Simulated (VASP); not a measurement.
Set up this calculation in VASP 6.6.1, as the native input.

```
Task                   : single point
Functional             : PBE
Potentials or basis    : VASP PAW PBE potentials, release 64 (Al, Fe, Co)
Cutoff                 : 520 eV
k mesh                 : 10 × 10 × 10
Occupations            : gaussian, width 0.1 eV
Spin                   : no spin polarisation
Dipole correction      : no
Further INCAR settings : ALGO = Fast; EDIFF = 1e-06; NBANDS = 34
```

The structure of Al4FeCo3 lies in POSCAR:

```
Al4FeCo3
1.0
   -2.8541906649      2.8541906649      2.8541906649
    2.8541906649     -2.8541906649      2.8541906649
    2.8541906649      2.8541906649     -2.8541906649
Al Fe Co
4 1 3
Direct
    0.0000000000      0.5000000000      0.0000000000
    0.5000000000      0.5000000000      0.5000000000
    0.0000000000      0.0000000000      0.5000000000
    0.5000000000      0.0000000000      0.0000000000
    0.0000000000      0.0000000000      0.0000000000
    0.5000000000      0.0000000000      0.5000000000
    0.5000000000      0.5000000000      0.0000000000
    0.0000000000      0.5000000000      0.5000000000
```

These files were run (other wordings do the same):

INCAR

```
SYSTEM = Al4FeCo3
PREC     = Accurate       ! precision mode
ENCUT    = 520            ! plane-wave cutoff, eV
EDIFF    = 1E-6           ! SCF threshold, eV
ISMEAR   = 0              ! smearing method
SIGMA    = 0.1            ! smearing width, eV
LREAL    = .False.        ! projectors in reciprocal space
LASPH    = .True.         ! aspherical terms in the spheres
NELM     = 80             ! most SCF steps
ALGO     = Fast           ! electronic algorithm
ISIF     = 2              ! what is computed and relaxed
LWAVE    = .False.        ! write WAVECAR
LCHARG   = .True.         ! write CHGCAR
GGA      = PE             ! functional
LELF     = .True.         ! ELF
LVHAR    = .True.       
NBANDS   = 34             ! bands
```

KPOINTS

```
regular mesh
0
Gamma
  10 10 10
  0 0 0
```

Potentials or basis: VASP PAW PBE potentials, release 64 (Al, Fe, Co).

Run with:

```console
$ cat potpaw_PBE.64/Al/POTCAR potpaw_PBE.64/Fe/POTCAR potpaw_PBE.64/Co/POTCAR > POTCAR
$ mpirun -np 1 vasp_std > vasp.out
```

It gave:

```json
{
 "Pressure": "0.0 GPa",
 "Band gap on the k mesh": "zero (an odd number of electrons rules out a gap without spin polarisation)"
}
```

Caveat: the run has no spin polarisation, though such a crystal can be magnetic.

Wall time 3.5 min on 1 thread of AMD EPYC 7R13 Processor (Zen 3) (shared host), peak memory 0.3 GiB.
